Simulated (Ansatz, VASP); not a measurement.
**One calculation of Mo, two programs**

```xyz
2
Lattice="1.3818 0.7978 4.9719 -1.3818 0.7978 4.9719 0.0000 -1.5955 4.9719" Properties=species:S:1:pos:R:3 pbc="T T T"
Mo    0.0000    0.0000    1.2856
Mo    0.0000    0.0000   13.6303
```

Alike in both runs: functional PBE; k mesh 24 × 24 × 24; occupations gaussian, width 0.1 eV; no spin polarisation.

Ansatz relaxed the structure, and its values are those at the end. VASP's run is a single point on that final structure, the one shown.

```csv
,VASP,Ansatz
version,VASP 6.6.1,Ansatz 0.2.0
potentials or method,"VASP PAW PBE potentials, release 64 (Mo_sv), cutoff 520 eV","scalar-relativistic, plane waves, PAW"
valence electrons in the cell,28,28
```

|  | VASP | Ansatz | Ansatz less VASP |
| --- | --- | --- | --- |
| gap on the k mesh at the Fermi level (eV) | none | none | - |
| pressure (GPa) | 0.5 | 0.0 | -0.50 |
| rms of the force components (eV/Å) | 0.008 | 0.000 | -0.0075 |

A gap of «none» marks a metal or a gap that the smearing closes. The functional is the same, so the differences come from potentials, cutoffs and numerics.
